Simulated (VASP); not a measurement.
Set up this calculation in VASP 6.6.1, as the native input.

- Task: single point
- Functional: PBE
- Potentials or basis: VASP PAW PBE potentials, release 64 (Cs_sv, Br)
- Cutoff: 500 eV
- k mesh: 6 × 6 × 6
- Occupations: fermi-dirac, width 0.02 eV
- Spin: non-collinear spin, zero start, spin-orbit coupling
- Starting moments: [[0.0, 0.0, 0.0], [0.0, 0.0, 0.0]] μB
- Dipole correction: no
- Further INCAR settings: ALGO = Normal; EDIFF = 1e-06; NBANDS = 28

The structure of CsBr lies in POSCAR:

```
CsBr
1.0
    4.2860000000      0.0000000000      0.0000000000
    0.0000000000      4.2860000000      0.0000000000
    0.0000000000      0.0000000000      4.2860000000
Cs Br
1 1
Direct
    0.0000000000      0.0000000000      0.0000000000
    0.5000000000      0.5000000000      0.5000000000
```

The input as run:

INCAR

```
SYSTEM = CsBr
  ALGO = Normal
  EDIFF = 1E-6
  ENCUT = 500
  GGA = PE
  GGA_COMPAT = .FALSE.
  ISIF = 2
  ISMEAR = -1
  LASPH = .TRUE.
  LCHARG = .FALSE.
  LNONCOLLINEAR = .TRUE.
  LORBIT = 11
  LORBMOM = .TRUE.
  LREAL = .FALSE.
  LSORBIT = .TRUE.
  LWAVE = .FALSE.
  MAGMOM = 0 0 0 0 0 0
  NBANDS = 28
  NELM = 200
  PREC = Accurate
  SIGMA = 0.02
```

KPOINTS

```
k-points
0
G
  6 6 6
  0 0 0
```

Potentials or basis: VASP PAW PBE potentials, release 64 (Cs_sv, Br).

The run is started by

```bash
$ cat potpaw_PBE.64/Cs_sv/POTCAR potpaw_PBE.64/Br/POTCAR > POTCAR
$ mpirun -np 1 vasp_ncl > vasp.out
```

Results of the run:

```
Pressure                                              : 1.1 GPa
Net moment                                            : 0.00 μB per cell
Valence electrons inside the program's atomic spheres : Cs 6.57; Br 4.89
```

Wall time 36 s on 1 thread of Intel(R) Xeon(R) 6975P-C (Granite Rapids), with other jobs on the host, peak memory 0.32 GiB.
